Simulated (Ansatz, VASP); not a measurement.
# One calculation of MoS2, two programs

```xyz
3
Lattice="3.2275 -0.0323 0.0000 -1.6417 2.8112 0.0000 0.0000 0.0000 6.3125" Properties=species:S:1:pos:R:3 pbc="T T T"
Mo    0.0000    0.0000    3.1562
S    -0.0186    1.8634    1.6117
S     1.6044    0.9156    4.7008
```

Alike in both runs: task single point; functional LDA; k mesh 12 × 12 × 6; occupations fermi-dirac, width 0.1 eV; no spin polarisation.

```csv
,VASP,Ansatz
version,VASP 6.6.1,Ansatz 0.2.0
potentials or method,"VASP PAW LDA potentials, release 64 (Mo_sv, S), cutoff 520 eV","plane waves, PAW"
valence electrons in the cell,26,26
```

```tsv
	VASP	Ansatz	Ansatz less VASP
pressure (GPa)	-5.7	-5.8	-0.12
traceless stress, the component that is largest in VASP (GPa)	2.09	2.08	-0.018
```

LDA's correlation is that of Perdew and Zunger in VASP and of Perdew and Wang (1992) in Ansatz.
